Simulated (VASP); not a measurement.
Input of a VASP 6.6.1 run:

Contents of INCAR:

```
SYSTEM = Rb
  PREC = Accurate
  ENCUT = 520
  EDIFF = 1E-6
  ISMEAR = 0
  SIGMA = 0.15
  LREAL = .FALSE.
  LASPH = .TRUE.
  NELM = 80
  ALGO = Fast
  ISIF = 2
  LWAVE = .FALSE.
  LCHARG = .TRUE.
  GGA = CA
  LELF = .TRUE.
  LVHAR = .TRUE.
  NBANDS = 10
```

KPOINTS

```
regular mesh
0
G
  14 14 14
  0 0 0
```

File POSCAR:

```
Rb
1.0
   -2.3605626514      2.3605626514      3.6961689996
    2.3605626514     -2.3605626514      3.6961689996
    2.3605626514      2.3605626514     -3.6961689996
Rb
1
Direct
    0.0000000000      0.0000000000      0.0000000000
```

Potentials or basis: VASP PAW LDA potentials, release 64 (Rb_sv).

Command:

```sh
$ cat potpaw_LDA.64/Rb_sv/POTCAR > POTCAR
$ mpirun -np 1 vasp_std > vasp.out
```

Question: What does it give for the pressure?

Answer: -0.2 GPa.

Question: Estimate the band gap on the k mesh.

Answer: Zero (an odd number of electrons rules out a gap without spin polarisation).

Stress tensor (GPa, compression positive):
```
-0.13  0.00  0.00
 0.00 -0.13  0.00
 0.00  0.00 -0.28
```
